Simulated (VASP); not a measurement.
Ir:

```
CELL_PARAMETERS angstrom
2.40660 0.00000 0.00000
0.00000 2.40660 0.00000
0.00000 0.00000 2.40660
ATOMIC_POSITIONS crystal
Ir 0.00000 0.00000 0.00000
```

This cell differs from its parent crystal: volume scaled by 0.85.

Base run:

```yaml
Program: VASP 6.6.1
Functional: PBEsol
Potentials_or_basis: VASP PAW PBE potentials, release 64 (Ir)
Cutoff: 520 eV
k_mesh: 17 × 17 × 17
Occupations: fermi-dirac, width 0.05 eV
Spin: no spin polarisation
```

Its results: pressure 67.8 GPa.

Task: The run is repeated on the same cell with these changes: functional from PBEsol to revPBE. What comes out?

Result: Pressure 82.4 GPa.

revPBE binds less tightly than PBEsol, so the same cell stands under more pressure.

Caveats: the PAW data sets were made with another functional, which shifts forces and pressure a little.
